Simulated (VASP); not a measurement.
# Al2Cu (P4/mmm) in VASP: notebook, part 2 of 2

VASP 6.6.1. The steps go on from the part before.

## (3) Single point, PBEsol

Input file INCAR:

```
ALGO = Normal
EDIFF = 1E-6
ENCUT = 520
GGA = PS
ISIF = 2
ISMEAR = -1
LASPH = T
LCHARG = T
LELF = T
LREAL = F
LVHAR = T
LWAVE = F
NBANDS = 16
NELM = 100
PREC = Accurate
SIGMA = 0.05
```

Input file KPOINTS:

```
k-points
0
Gamma
  9 9 12
```

Input file POSCAR:

```
Al2Cu
1.0
    4.1006724184      0.0000000000      0.0000000000
    0.0000000000      4.1006724184      0.0000000000
    0.0000000000      0.0000000000      2.8266427415
Al Cu
2 1
Direct
    0.5000000000      0.0000000000      0.5000000000
    0.0000000000      0.5000000000      0.5000000000
    0.0000000000      0.0000000000      0.0000000000
```

Potentials or basis: VASP PAW PBE potentials, release 64 (Al, Cu).

On the command line:

```bash
cat potpaw_PBE.64/Al/POTCAR potpaw_PBE.64/Cu/POTCAR > POTCAR
mpirun -np 1 vasp_std > vasp.out
```

OUTCAR:

```text
EDIFF = 1E-6
   ENCUT = 520
   GGA = PS
   ISIF = 2
   ISMEAR = -1
   LASPH = T
   LREAL = F
   NELM = 100
   PREC = Accurate

 ion  position               nearest neighbor table
   1  0.500  0.000  0.500-   3 2.49   3 2.49   3 2.49   3 2.49   2 2.90   2 2.90   2 2.90   2 2.90

   2  0.000  0.500  0.500-   3 2.49   3 2.49   3 2.49   3 2.49   1 2.90   1 2.90   1 2.90   1 2.90

   3  0.000  0.000  0.000-   1 2.49   2 2.49   1 2.49   2 2.49   2 2.49   2 2.49   1 2.49   1 2.49

[... 634 lines left out ...]
      4       2.7267      2.00000
      5       2.8986      2.00000
      6       3.1028      2.00000
[... 8 lines left out ...]
     15      17.8529      0.00000
     16      19.6799      0.00000

 [... further k-points ...]
[... 5 lines left out ...]
  --------------------------------------------------------------------------------------
  -------------------------------------------------------------------------------------
  Total        0.0715483      0.0715483      0.0626949      0.0000000     -0.0000000      0.0000000
  in kB        2.4117294      2.4117294      2.1133019      0.0000000     -0.0000000      0.0000000
  external PRESSURE =       2.3122536 kB  Pullay stress =       0.0000000 kB

 VOLUME and BASIS-vectors are now :
 -----------------------------------------------------------------------------
  energy-cutoff  :      520.00
  volume of cell :       47.53
      direct lattice vectors                 reciprocal lattice vectors
     4.100672418  0.000000000  0.000000000     0.243862444  0.000000000  0.000000000
     0.000000000  4.100672418  0.000000000     0.000000000  0.243862444  0.000000000
     0.000000000  0.000000000  2.826642742     0.000000000  0.000000000  0.353776579

 POSITION                                       TOTAL-FORCE (eV/Angst)
 -----------------------------------------------------------------------------------
      2.05034      0.00000      1.41332         0.000000      0.000000      0.000000
      0.00000      2.05034      1.41332         0.000000      0.000000      0.000000
      0.00000      0.00000      0.00000         0.000000      0.000000      0.000000
 -----------------------------------------------------------------------------------
    total drift:                               -0.000000     -0.000000     -0.000000

  FREE ENERGIE OF THE ION-ELECTRON SYSTEM (eV)
  ---------------------------------------------------
  free  energy   TOTEN  =       -12.5711704915 eV

  energy  without entropy=      -12.5634512541  energy(sigma->0) =      -12.56731087
```

OSZICAR:

```text
N       E                     dE             d eps       ncg     rms          rms(c)
DAV:   1     0.611476460528E+02    0.61148E+02   -0.68471E+03  3376   0.112E+03
DAV:   2    -0.122601724888E+02   -0.73408E+02   -0.65145E+02  3520   0.204E+02
DAV:   3    -0.148960456481E+02   -0.26359E+01   -0.25595E+01  4600   0.431E+01
DAV:   4    -0.149542401908E+02   -0.58195E-01   -0.58174E-01  4056   0.546E+00
DAV:   5    -0.149569727864E+02   -0.27326E-02   -0.27326E-02  5312   0.131E+00    0.145E+01
DAV:   6    -0.167672955974E+02   -0.18103E+01   -0.37246E+01  3856   0.211E+02    0.117E+01
DAV:   7    -0.127245857278E+02    0.40427E+01   -0.10185E+01  4200   0.839E+01    0.218E+00
DAV:   8    -0.126416448100E+02    0.82941E-01   -0.13597E+00  5096   0.339E+01    0.224E+00
DAV:   9    -0.125704252792E+02    0.71220E-01   -0.25162E-01  4208   0.162E+01    0.217E-01
DAV:  10    -0.125730265643E+02   -0.26013E-02   -0.16826E-02  5296   0.351E+00    0.306E-01
DAV:  11    -0.125715047478E+02    0.15218E-02   -0.92996E-03  4504   0.344E+00    0.126E-01
DAV:  12    -0.125711840461E+02    0.32070E-03   -0.86784E-04  5032   0.904E-01    0.286E-02
DAV:  13    -0.125711730676E+02    0.10978E-04   -0.46178E-05  5496   0.131E-01    0.124E-02
DAV:  14    -0.125711704865E+02    0.25811E-05   -0.98976E-06  4640   0.105E-01    0.312E-03
DAV:  15    -0.125711704915E+02   -0.49527E-08   -0.72008E-07  2264   0.148E-02
   1 F= -.12571170E+02 E0= -.12567311E+02  d E =-.771924E-02
```

It took 44 s on 1 thread of AMD EPYC 9R45 (Zen 5), shared host; peak memory 0.18 GiB.

Results:

```
Free energy            : -12.5712 eV
Pressure               : 0.2 GPa
Band gap on the k mesh : zero (an odd number of electrons rules out a gap without spin polarisation)
```

Levels at points of the mesh, in eV from the Fermi level:
```csv
k point,band 4,band 5,band 6,band 7,band 8,band 9,band 10,band 11,band 12,band 13
"(0.00, 0.00, 0.00)",-4.39,-4.15,-4.15,-2.56,-2.56,-0.22,0.73,6.00,6.00,6.54
"(0.00, 0.00, 0.50)",-5.20,-4.91,-4.19,-3.02,2.39,2.63,2.63,2.66,2.66,3.13
```

Caveat: the PAW data sets were made with another functional, which shifts forces and pressure a little.

## (4) Relaxation of cell and atoms, PBEsol

Input file INCAR:

```
ALGO = Normal
EDIFF = 1E-7
EDIFFG = -0.005
ENCUT = 600
GGA = PS
IBRION = 2
ISIF = 3
ISMEAR = -1
LASPH = T
LCHARG = F
LREAL = F
LWAVE = F
NELM = 80
NSW = 32
PREC = Accurate
SIGMA = 0.05
```

KPOINTS is that of step 3.

Input file POSCAR:

```
Al2Cu
1.0
    4.1003637640      0.0000000000      0.0000000000
    0.0000000000      4.1003637640      0.0000000000
    0.0000000000      0.0000000000      2.8275069973
Al Cu
2 1
Direct
    0.5000000000      0.0000000000      0.5000000000
    0.0000000000      0.5000000000      0.5000000000
    0.0000000000      0.0000000000      0.0000000000
```

On the command line:

```bash
cat potpaw_PBE.64/Al/POTCAR potpaw_PBE.64/Cu/POTCAR > POTCAR
mpirun -np 1 vasp_std > vasp.out
```

Run time: 92 s. Hardware: 1 thread of AMD EPYC 9R45 (Zen 5), shared host; peak memory 0.21 GiB.

It converged, with:

```yaml
Free_energy: -12.5716 eV
Relaxed_volume: 15.89 Å³/atom
Relaxed_cell: a = 4.104 Å, b = 4.104 Å, c = 2.829 Å, α = 90.00°, β = 90.00°, γ = 90.00°
Space_group_after_relaxing_to_0.1_Å: P4/mmm (No. 123)
Energy_gained_by_relaxing: 0.0 meV/atom
Ionic_steps: 3
Pressure_after_relaxing: 0.0 GPa
Band_gap_on_the_k_mesh: zero (an odd number of electrons rules out a gap without spin polarisation)
```

Final structure:
```yaml
crystal:
  lattice:
    - [4.10413, 0.00000, 0.00000]
    - [0.00000, 4.10413, 0.00000]
    - [0.00000, 0.00000, 2.82941]
  atoms:
    - { symbol: Al, position: [0.50000, 0.00000, 0.50000] }
    - { symbol: Al, position: [0.00000, 0.50000, 0.50000] }
    - { symbol: Cu, position: [0.00000, 0.00000, 0.00000] }
```

Levels at points of the mesh, in eV from the Fermi level:
```csv
k point,band 5,band 6,band 7,band 8,band 9,band 10,band 11,band 12
"(0.00, 0.00, 0.00)",-4.14,-4.14,-2.56,-2.56,-0.22,0.74,5.99,5.99
"(0.00, 0.00, 0.50)",-4.90,-4.18,-3.02,2.38,2.62,2.62,2.66,2.66
```

Caveat: the PAW data sets were made with another functional, which shifts forces and pressure a little.

## (5) Overview

| task | cell | cutoff (eV) | gap on the mesh (eV) | pressure (GPa) |
| --- | --- | --- | --- | --- |
| single point | a = 4.100, b = 4.100, c = 2.828 Å, 3 atoms | 520 | none | 0.2 |
| single point | a = 4.101, b = 4.101, c = 2.827 Å, 3 atoms | 520 | none | 0.2 |
| relaxation of cell and atoms | relaxed from a = 4.100, b = 4.100, c = 2.828 Å, 3 atoms | 600 | none | 0.0 |

Alike in all rows: level PBEsol; potentials or basis VASP PAW PBE potentials, release 64 (Al, Cu); no spin polarisation; k mesh 9 × 9 × 12; smearing fermi-dirac 0.05 eV.

Caveats: the PAW data sets were made with another functional, which shifts forces and pressure a little.

Absolute energies hang on the potentials; compare differences alone.
